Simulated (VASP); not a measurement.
Crystal: Be2C.

```xyz
3
Lattice="0.0000 2.1605 2.1605 2.1605 0.0000 2.1605 2.1605 2.1605 0.0000" Properties=species:S:1:pos:R:3 pbc="T T T"
C     0.0000    0.0000    0.0000
Be    1.0802    1.0802    1.0802
Be    3.2407    3.2407    3.2407
```

Base run:

| Property | Result |
| --- | --- |
| Program | VASP 6.6.1 |
| Functional | PBE |
| Potentials or basis | VASP PAW PBE potentials, release 64 (C, Be) |
| Cutoff | 600 eV |
| k mesh | 6 × 6 × 6 |
| Occupations | gaussian, width 0.01 eV |
| Spin | no spin polarisation |

Its results: band gap on the k mesh 1.16 eV (least direct gap 4.14 eV); pressure 1.3 GPa.

**Question.** The run is repeated on the same cell with these changes: functional from PBE to HSE06; cutoff from 600 eV to 520 eV. What comes out?

**Answer.** Band gap on the k mesh 1.90 eV (least direct gap 5.13 eV); pressure -1.9 GPa.

Caveats: the PAW data sets were made with another functional, which shifts forces and pressure a little (at least some runs).

A k mesh can miss the band edges.
